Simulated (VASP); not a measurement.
# ZrN (Fm-3m) in VASP: vibrations by perturbation theory with PBEsol

Aim: the vibrations by perturbation theory of ZrN with PBEsol.

Program: VASP 6.6.1. These are calculated values, not measurements. Logs are shortened: lines on timing, memory, paths and dates and some standing lists are left out, and cuts for length are marked.

## Step 1: The cell of the first run

It takes space group Fm-3m (No. 225, cubic). Conventional cell: a = 4.503 Å, b = 4.503 Å, c = 4.503 Å, α = 90.00°, β = 90.00°, γ = 90.00°. Within 3.0 Å of Zr (site symmetry m-3m) lie 6 N at 2.25 Å. N (site symmetry m-3m) has 6 Zr at 2.25 Å within 3.0 Å.

## Step 2: Vibrations by perturbation theory, PBEsol

The input, INCAR:

```
SYSTEM = ZrN
PREC = Accurate
ENCUT = 600
EDIFF = 1E-8
ISMEAR = 1
SIGMA = 0.1
LREAL = .FALSE.
LASPH = .TRUE.
NELM = 120
ALGO = Normal
ISIF = 2
LWAVE = .FALSE.
LCHARG = .FALSE.
GGA = PS
IBRION = 8
NSW = 1
GGA_COMPAT = .FALSE.
```

The input, KPOINTS:

```
regular mesh
0
G
  16 16 16
  0 0 0
```

The input, POSCAR:

```
ZrN
1.0
    0.0000000000      2.2515088875      2.2515088875
    2.2515088875      0.0000000000      2.2515088875
    2.2515088875      2.2515088875      0.0000000000
Zr N
1 1
Direct
    0.5000000000      0.5000000000      0.5000000000
    0.0000000000      0.0000000000      0.0000000000
```

Potentials or basis: VASP PAW PBE potentials, release 64 (Zr_sv, N).

Launch:

```bash
$ cat potpaw_PBE.64/Zr_sv/POTCAR potpaw_PBE.64/N/POTCAR > POTCAR
$ mpirun -np 1 vasp_std > vasp.out
```

OUTCAR:

```text
SYSTEM = ZrN
   PREC = Accurate
   ENCUT = 600
   EDIFF = 1E-8
   ISMEAR = 1
   LREAL = .FALSE.
   LASPH = .TRUE.
   NELM = 120
   ISIF = 2
   GGA = PS
   IBRION = 8
   NSW = 1

 ion  position               nearest neighbor table
   1  0.500  0.500  0.500-   2 2.25   2 2.25   2 2.25   2 2.25   2 2.25   2 2.25
   2  0.000  0.000  0.000-   1 2.25   1 2.25   1 2.25   1 2.25   1 2.25   1 2.25

  LATTYP: Found a face centered cubic cell.
 ALAT       =     4.5030177750

  Lattice vectors:

 A1 = (   0.0000000000,   2.2515088875,   2.2515088875)
 A2 = (   2.2515088875,   0.0000000000,   2.2515088875)
 A3 = (   2.2515088875,   2.2515088875,   0.0000000000)

Analysis of symmetry for initial positions (statically):
=====================================================================
 Subroutine PRICEL returns:
 Original cell was already a primitive cell.

 Routine SETGRP: Setting up the symmetry group for a
 face centered cubic supercell.

 Subroutine GETGRP returns: Found 48 space group operations
 (whereof 48 operations were pure point group operations)
 out of a pool of 48 trial point group operations.

The static configuration has the point symmetry O_h .

Analysis of symmetry for dynamics (positions and initial velocities):
=====================================================================
 Subroutine PRICEL returns:
 Original cell was already a primitive cell.

 Routine SETGRP: Setting up the symmetry group for a
 face centered cubic supercell.

 Subroutine GETGRP returns: Found 48 space group operations
 (whereof 48 operations were pure point group operations)
 out of a pool of 48 trial point group operations.

The dynamic configuration has the point symmetry O_h .

 Subroutine INISYM returns: Found 48 space group operations
 (whereof 48 operations are pure point group operations),
 and found     1 'primitive' translations

[... 523 lines left out ...]

 VOLUME and BASIS-vectors are now :
 -----------------------------------------------------------------------------
  energy-cutoff  :      600.00
  volume of cell :       22.83
      direct lattice vectors                 reciprocal lattice vectors
     0.000000000  2.251508888  2.251508888    -0.222073296  0.222073296  0.222073296
     2.251508888  0.000000000  2.251508888     0.222073296 -0.222073296  0.222073296
     2.251508888  2.251508888  0.000000000     0.222073296  0.222073296 -0.222073296

 POSITION                                       TOTAL-FORCE (eV/Angst)
 -----------------------------------------------------------------------------------
      2.25151      2.25151      2.25151         0.000000      0.000000      0.000000
      0.00000      0.00000      0.00000        -0.000000     -0.000000     -0.000000
 -----------------------------------------------------------------------------------
    total drift:                                0.000000      0.000000      0.000000

  FREE ENERGIE OF THE ION-ELECTRON SYSTEM (eV)
  ---------------------------------------------------
  free  energy   TOTEN  =       -21.5301345942 eV

  energy  without entropy=      -21.5295263689  energy(sigma->0) =      -21.52993185

[... ionic steps 2 to 3 ...]

--------------------------------------- Ionic step        4  -------------------------------------------

------------------------ aborting loop because EDIFF is reached ----------------------------------------

[... ionic steps 5 to 6 ...]

--------------------------------------- Ionic step        7  -------------------------------------------

 Free energy of the ion-electron system (eV)
  ---------------------------------------------------
  ---------------------------------------------------
  free energy    TOTEN  =        -0.23220472 eV

  energy without entropy =       -0.23220472

------------------------ aborting loop because EDIFF is reached ----------------------------------------

 INTERNAL STRAIN TENSOR  FOR ION    2  DIRECTION 1   (eV/Angst):
 -----------------------------------------------------------------------------
    -0.13414 -0.00000 -0.00000
    -0.00000  0.06415 -0.00000
    -0.00000 -0.00000  0.06415

 INTERNAL STRAIN TENSOR FOR ION    2 for displacements in x,y,z  (eV/Angst):
          X           Y           Z          XY          YZ          ZX
  --------------------------------------------------------------------------------
  x     0.00000     0.00000     0.00000     0.00000     0.00000     0.00000
  y     0.00000     0.00000     0.00000     0.00000     0.00000     0.00000
  z     0.00000     0.00000     0.00000     0.00000     0.00000     0.00000

 SECOND DERIVATIVES (NOT SYMMETRIZED)
 ------------------------------------
               1X          1Y          1Z          2X          2Y          2Z
  1X   -12.899150    0.000000    0.000000   12.899150    0.000000    0.000000
  1Y     0.000000  -12.899150    0.000000    0.000000   12.899150    0.000000
  1Z     0.000000    0.000000  -12.899150    0.000000    0.000000   12.899150
  2X    12.884101    0.000000    0.000000  -12.884101    0.000000    0.000000
  2Y     0.000000   12.884101    0.000000    0.000000  -12.884101    0.000000
  2Z     0.000000    0.000000   12.884101    0.000000    0.000000  -12.884101

 Eigenvectors and eigenvalues of the dynamical matrix
 ----------------------------------------------------

   1 f  =   16.107826 THz   101.208456 2PiTHz  537.299242 cm-1    66.616586 meV
             X         Y         Z           dx          dy          dz
      2.251509  2.251509  2.251509     0.000000    0.364955    0.000000
      0.000000  0.000000  0.000000     0.000000   -0.931025    0.000000
[... 21 lines left out ...]
   6 f/i=    0.003194 THz     0.020071 2PiTHz    0.106554 cm-1     0.013211 meV
             X         Y         Z           dx          dy          dz
      2.251509  2.251509  2.251509     0.000000    0.000000    0.931025
      0.000000  0.000000  0.000000     0.000000    0.000000    0.364955

--------------------------------------------------------------------------------------------------------

 ELASTIC MODULI CONTR FROM IONIC RELAXATION (kBar)
 Direction    XX          YY          ZZ          XY          YZ          ZX
 --------------------------------------------------------------------------------
 XX           0.0000      0.0000      0.0000      0.0000      0.0000      0.0000
 YY           0.0000      0.0000      0.0000      0.0000      0.0000      0.0000
 ZZ           0.0000      0.0000      0.0000      0.0000      0.0000      0.0000
 XY           0.0000      0.0000      0.0000      0.0000      0.0000      0.0000
 YZ           0.0000      0.0000      0.0000      0.0000      0.0000      0.0000
 ZX           0.0000      0.0000      0.0000      0.0000      0.0000      0.0000
 --------------------------------------------------------------------------------
```

OSZICAR:

```text
N       E                     dE             d eps       ncg     rms          rms(c)
DAV:   1     0.129216395648E+03    0.12922E+03   -0.10079E+04  3480   0.157E+03
DAV:   2    -0.159758784918E+02   -0.14519E+03   -0.13772E+03  4072   0.391E+02
DAV:   3    -0.244977523626E+02   -0.85219E+01   -0.83420E+01  6024   0.899E+01
DAV:   4    -0.247292430520E+02   -0.23149E+00   -0.22965E+00  4192   0.987E+00
[... 52 lines left out ...]
RMM:  11    -0.232204419289E+00   -0.12369E-07   -0.14265E-05 20794   0.767E-04    0.112E-04
RMM:  12    -0.232204730028E+00   -0.31074E-06   -0.95971E-06 19890   0.437E-04    0.157E-04
RMM:  13    -0.232204645736E+00    0.84292E-07   -0.59631E-06 19563   0.278E-04    0.137E-04
RMM:  14    -0.232204672130E+00   -0.26394E-07   -0.41792E-06 20710   0.178E-04    0.151E-04
RMM:  15    -0.232204715864E+00   -0.43734E-07   -0.23536E-06 19394   0.123E-04    0.147E-04
 Linear response finished
```

It took 8.7 min on 1 thread of Intel Xeon Platinum 8488C (Sapphire Rapids), shared host; peak memory 0.39 GiB.

What came out:

| Quantity | Value |
| --- | --- |
| Highest phonon frequency at Γ | 537 cm⁻¹ |

Phonon frequencies in cm⁻¹ (negative: imaginary):
```tsv
q point	frequencies
(0.000, 0.000, 0.000)	0 0 0 537 537 537
```

Caveat: the cell stands under pressure or tension, which shifts response properties.
